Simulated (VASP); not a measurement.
Write the native input for VASP 6.6.1 that does the following.

| Property | Result |
| --- | --- |
| Task | single point |
| Functional | PBE |
| Dispersion | D4 |
| Potentials or basis | VASP PAW PBE potentials, release 64 (Ni, O) |
| Cutoff | 520 eV |
| k mesh | 11 × 11 × 11 |
| Occupations | fermi-dirac, width 0.05 eV |
| Spin | collinear spin, ferromagnetic start |
| Starting moments | [1.0, 0.0] μB |
| Dipole correction | no |
| Further INCAR settings | ALGO = Normal; EDIFF = 1e-06; NBANDS = 19 |

The structure of NiO lies in POSCAR:

```
NiO
1.0
    0.0000000000      2.0930251137      2.0930251137
    2.0930251137      0.0000000000      2.0930251137
    2.0930251137      2.0930251137      0.0000000000
Ni O
1 1
Direct
    0.0000000000      0.0000000000      0.0000000000
    0.5000000000      0.5000000000      0.5000000000
```

The input as run:

INCAR

```
ALGO = Normal
EDIFF = 1E-6
ENCUT = 520
GGA = PE
ISIF = 2
ISMEAR = -1
ISPIN = 2
IVDW = 13
LASPH = T
LCHARG = T
LELF = T
LMAXMIX = 4
LORBIT = 11
LREAL = F
LVHAR = T
LWAVE = F
MAGMOM = 1 0
NBANDS = 19
NELM = 150
PREC = Accurate
SIGMA = 0.05
```

KPOINTS

```
k-points
0
Gamma
  11 11 11
```

Potentials or basis: VASP PAW PBE potentials, release 64 (Ni, O).

Command:

```sh
$ cat potpaw_PBE.64/Ni/POTCAR potpaw_PBE.64/O/POTCAR > POTCAR
$ mpirun -np 1 vasp_std > vasp.out
```

Results of the run:

| Item | Value |
| --- | --- |
| Pressure | -1.0 GPa |
| Net moment | 1.71 μB per cell |
| Site moments | Ni +1.41; O +0.26 μB |
| Valence electrons inside the program's atomic spheres | Ni 8.97; O 4.97 |
| Dispersion energy per atom | -0.307 eV |

Caveat: a cell with one magnetic atom can't hold antiferromagnetic order, which such compounds often take; pairwise dispersion overbinds metals, which lowers pressure and volume.

Wall time 32 s on 1 thread of Intel(R) Xeon(R) Platinum 8259CL CPU @ 2.50GHz (Skylake/Cascade Lake), with other jobs on the host, peak memory 0.17 GiB.
